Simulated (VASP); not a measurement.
Runs of VASP 6.6.1 on InSe2. The structure is tetragonal, space group P4/nmm (No. 129). The conventional cell has a = 3.895 Å, b = 3.895 Å, c = 9.626 Å, α = 90.00°, β = 90.00°, γ = 90.00°. In (site symmetry 4mm) has 9 Se at 2.84 to 3.43 Å within 3.7 Å. Se (site symmetry 4mm) has 5 In at 2.84 to 3.28 Å within 3.7 Å. Se (site symmetry -4m2) has 4 Se at 2.75 Å and 4 In at 3.43 Å within 3.6 Å. 

```csv
level,potentials or basis,k mesh,smearing,gap on the mesh (eV),pressure (GPa),largest force (eV/Å)
r2SCAN,"VASP PAW PBE potentials, release 64 (In_d, Se)",10 × 10 × 4,gaussian 0.1 eV,none,(b),0.16
LDA,"VASP PAW LDA potentials, release 64 (In_d, Se)",10 × 10 × 4,gaussian 0.1 eV,none,-4.8,0.17
PBEsol,"VASP PAW PBE potentials, release 64 (In_d, Se)",10 × 10 × 4,fermi-dirac 0.5 eV,none,-1.4,0.04
PBE,"VASP PAW PBE potentials, release 64 (In_d, Se)",10 × 10 × 4,gaussian 0.1 eV,none,-0.1,0.05
PBEsol,"VASP PAW PBE potentials, release 64 (In_d, Se)",10 × 10 × 4,fermi-dirac 0.2 eV,none,-3.1,0.11
PBEsol,"VASP PAW PBE potentials, release 64 (In_d, Se)",10 × 10 × 4,gaussian 0.1 eV,none,-3.3,0.10
PBEsol,"VASP PAW PBE potentials, release 64 (In_d, Se)",10 × 10 × 4,fermi-dirac 0.3 eV,none,-2.7,0.10
PBEsol,"VASP PAW PBE potentials, release 64 (In_d, Se)",6 × 6 × 2,gaussian 0.1 eV,none,-3.4,(a)
PBEsol,"VASP PAW PBE potentials, release 64 (In_d, Se)",10 × 10 × 4,fermi-dirac 0.05 eV,none,-3.3,0.10
```

Alike in all rows: task single point; no spin polarisation; cell as given; cutoff (eV) 520.

Problem. Estimate the missing entries.

Solution. (a) 0.09; (b) -1.7.

Caveats: spin-orbit coupling is left out, which moves the levels of the heavy elements; the PAW data sets were made with another functional, which shifts forces and pressure a little (some runs).

A k mesh can miss the band edges, and the runs leave out spin-orbit coupling on In, Se.

A gap of «none» marks levels without a gap at the run's occupations.
